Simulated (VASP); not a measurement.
Wanted: the native input for a VASP 6.6.1 run.

- Task: single point
- Functional: PBE
- Potentials or basis: VASP PAW PBE potentials, release 64 (Al)
- Cutoff: 500 eV
- k mesh: 8 × 8 × 8
- Occupations: fermi-dirac, width 0.1 eV
- Spin: no spin polarisation
- Dipole correction: no
- Further INCAR settings: ALGO = Normal; EDIFF = 1e-06; NBANDS = 8

The structure of Al lies in POSCAR:

```
Al
1.0
    0.0000000000      1.9976317802      1.9976317802
    1.9976317802      0.0000000000      1.9976317802
    1.9976317802      1.9976317802      0.0000000000
Al
1
Direct
    0.0000000000      0.0000000000      0.0000000000
```

One way to write it, as run:

INCAR

```
SYSTEM = Al
  PREC = Accurate
  ENCUT = 500
  EDIFF = 1E-6
  ISMEAR = -1
  SIGMA = 0.1
  LREAL = .False.
  LASPH = .True.
  NELM = 120
  ALGO = Normal
  ISIF = 2
  LWAVE = .False.
  LCHARG = .True.
  GGA = PE
  LELF = .True.
  LVHAR = .True.
  NBANDS = 8
  GGA_COMPAT = .False.
```

KPOINTS

```
regular mesh
0
Gamma
  8 8 8
  0 0 0
```

Potentials or basis: VASP PAW PBE potentials, release 64 (Al).

Run with:

```bash
$ cat potpaw_PBE.64/Al/POTCAR > POTCAR
$ mpirun -np 1 vasp_std > vasp.out
```

It gave:

```json
{
 "Pressure": "3.0 GPa"
}
```

It took 1.8 s on 1 thread of Intel(R) Xeon(R) 6975P-C (Granite Rapids), on a shared host, peak memory 0.13 GiB.
